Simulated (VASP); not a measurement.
Input of a VASP 6.6.1 run:

The input INCAR:

```
SYSTEM = Hg
PREC     = Accurate       ! precision mode
ENCUT    = 600            ! plane-wave cutoff, eV
EDIFF    = 1E-6           ! SCF threshold, eV
ISMEAR   = 0              ! smearing method
SIGMA    = 0.1            ! smearing width, eV
LREAL    = .FALSE.        ! projectors in reciprocal space
LASPH    = .TRUE.         ! aspherical terms in the spheres
NELM     = 100            ! most SCF steps
ALGO     = Normal         ! electronic algorithm
ISIF     = 3              ! what is computed and relaxed
LWAVE    = .FALSE.        ! write WAVECAR
LCHARG   = .FALSE.        ! write CHGCAR
GGA      = PE             ! functional
IBRION   = 2              ! ionic algorithm
NSW      = 90             ! ionic steps
EDIFFG   = -0.04          ! ionic threshold
```

File KPOINTS:

```
Automatic mesh
0
G
  4 4 4
  0 0 0
```

POSCAR

```
Hg
1.0
    5.2550612500      0.0000000000      0.0000000000
    0.0000000000      5.2550612500      0.0000000000
    0.0000000000      0.0000000000      5.2550612500
Hg
3
Direct
    0.5000000000      0.0000000000      0.0000000000
    0.0000000000      0.5000000000      0.0000000000
    0.0000000000      0.0000000000      0.5000000000
```

Potentials or basis: VASP PAW PBE potentials, release 64 (Hg).

The run is started by

```sh
$ cat potpaw_PBE.64/Hg/POTCAR > POTCAR
$ mpirun -np 1 vasp_std > vasp.out
```

Question: Predict the relaxed volume.

Answer: 30.34 Å³/atom.

Question: Predict the relaxed cell.

Answer: a = 4.498 Å, b = 4.498 Å, c = 4.498 Å, α = 90.00°, β = 90.00°, γ = 90.00°.

Question: Estimate the space group after relaxing (to 0.05 Å).

Answer: Pm-3m (No. 221).

Question: Predict the band gap on the k mesh.

Answer: Zero (band 18 reaches 2.08 eV, above the bottom of band 19 at -0.34 eV).

Final structure:
```cif
data_structure
_symmetry_space_group_name_H-M 'P 1'
_symmetry_Int_Tables_number 1
_cell_length_a 4.4980
_cell_length_b 4.4980
_cell_length_c 4.4980
_cell_angle_alpha 90.000
_cell_angle_beta 90.000
_cell_angle_gamma 90.000
_cell_volume 91.01
loop_
_atom_site_label
_atom_site_type_symbol
_atom_site_fract_x
_atom_site_fract_y
_atom_site_fract_z
_atom_site_occupancy
Hg1 Hg 0.50000 0.00000 0.00000 1
Hg2 Hg 0.00000 0.50000 0.00000 1
Hg3 Hg 0.00000 0.00000 0.50000 1
```

Caveat: the volume moved by over 15 % at a fixed basis, so the end points are rough; spin-orbit coupling is left out, which moves the levels of the heavy elements.
